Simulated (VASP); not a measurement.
LaHg3N2, 6 atoms in the cell. It takes space group P-4m2 (No. 115, tetragonal). The conventional cell has a = 3.703 Å, b = 3.703 Å, c = 8.306 Å, α = 90.00°, β = 90.00°, γ = 90.00°. Within 3.5 Å of La (site symmetry -4m2) lie 4 Hg at 2.62 Å and 4 N at 2.88 Å. Hg (site symmetry 2mm) has 5 N at 2.80 to 2.89 Å and 10 Hg at 3.23 to 3.70 Å and 2 La at 3.70 Å within 3.8 Å. Hg (site symmetry -4m2) has 4 La at 2.62 Å and 4 N at 2.88 Å within 3.5 Å. Within 3.8 Å of N (site symmetry 2mm) lie 7 Hg at 2.80 to 2.89 Å and 2 La at 2.88 Å and 4 N at 3.70 Å. The cell was built from a structure type or drawn by symmetry, and may not be a known phase.

- Program: VASP 6.6.1
- Task: relaxation of cell and atoms
- Functional: PBE
- Potentials or basis: VASP PAW PBE potentials, release 64 (La, Hg, N)
- Cutoff: 600 eV
- k mesh: 6 × 6 × 2
- Occupations: gaussian, width 0.1 eV
- Spin: no spin polarisation
- Dipole correction: no
- Further INCAR settings: ALGO = Normal; EDIFF = 1e-06; IBRION = 2; EDIFFG = -0.04; NSW = 90; ISIF = 3

Potentials or basis: VASP PAW PBE potentials, release 64 (La, Hg, N).

Launch:

```console
$ cat potpaw_PBE.64/La/POTCAR potpaw_PBE.64/Hg/POTCAR potpaw_PBE.64/N/POTCAR > POTCAR
$ mpirun -np 1 vasp_std > vasp.out
```

Hardware: 1 thread of Intel(R) Xeon(R) 6975P-C (Granite Rapids) (shared host).

Task: How long does it take, and how much memory?

Result: Wall time 19 min on 1 thread of Intel(R) Xeon(R) 6975P-C (Granite Rapids), with other jobs on the host, peak memory 0.31 GiB. Counts: scf iterations 277, k points 20, ion steps 31.
